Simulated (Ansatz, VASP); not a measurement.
## One calculation of Cd3Te2Se, two programs

```xyz
12
Lattice="4.5802 0.0000 0.0000 -2.2901 3.9666 0.0000 0.0000 0.0000 22.4800" Properties=species:S:1:pos:R:3 pbc="T T T"
Cd    0.0000    2.6444    0.1430
Cd    0.0000    2.6444    7.5004
Cd    0.0000    2.6444   14.8443
Cd    2.2901    1.3222    3.6043
Cd    2.2901    1.3222   11.3830
Cd    2.2901    1.3222   18.7404
Te    0.0000    2.6444   10.3572
Te    0.0000    2.6444   17.7159
Te    2.2901    1.3222    6.4759
Te    2.2901    1.3222   21.5972
Se    0.0000    2.6444    2.8293
Se    2.2901    1.3222   14.0693
```

Alike in both runs: functional PBE; k mesh 6 × 6 × 1; occupations gaussian, width 0.1 eV; no spin polarisation.

Ansatz relaxed the structure, and its values are those at the end. VASP's run is a single point on that final structure, the one shown.

|  | VASP | Ansatz |
| --- | --- | --- |
| version | VASP 6.6.1 | Ansatz 0.2.0 |
| potentials or method | VASP PAW PBE potentials, release 64 (Cd, Te, Se), cutoff 520 eV | scalar-relativistic, plane waves, PAW |
| valence electrons in the cell | 108 | 216 |

|  | VASP | Ansatz | Ansatz less VASP |
| --- | --- | --- | --- |
| gap on the k mesh at the Fermi level (eV) | 0.27 | 0.27 | +0.005 |
| least direct gap on the mesh (eV) | 0.27 | 0.27 | +0.005 |
| pressure (GPa) | 0.2 | 0.0 | -0.14 |
| rms of the force components (eV/Å) | 0.007 | 0.006 | -0.0006 |

VASP's potentials hold 108 valence electrons a cell and Ansatz's 216, so a difference there can come from the potentials and not from the codes.

Neither program's run includes spin-orbit coupling.
